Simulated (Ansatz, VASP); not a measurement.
**Two plane-wave programs on LiH**

```xyz
2
Lattice="0.0000 2.0379 2.2486 2.0379 0.0000 2.2486 2.0379 2.0379 0.0000" Properties=species:S:1:pos:R:3 pbc="T T T"
Li    0.0000    0.0000    0.0000
H     1.0189    1.0189    1.1243
```

Change from the starting cell: epitaxial_xy strain -5.0%.

Alike in both runs: task single point; functional HSE06; k mesh 8 × 8 × 8; no spin polarisation.

|  | VASP | Ansatz |
| --- | --- | --- |
| version | VASP 6.6.1 | Ansatz 0.2.0 |
| potentials or method | VASP PAW PBE potentials, release 64 (Li_sv, H) | plane waves, PAW |
| plane-wave cutoff (eV) | 520 | 420 |
| occupations | gaussian, width 0.01 eV | fixed |
| valence electrons in the cell | 4 | 4 |

|  | VASP | Ansatz | Ansatz less VASP |
| --- | --- | --- | --- |
| gap on the k mesh at the Fermi level (eV) | 5.10 | 5.10 | 0.000 |

Ansatz's warnings: stress exchange threshold loose, stress scf threshold loose.

Noted on VASP's run: the cutoff is short for stress, so the pressure is rough.
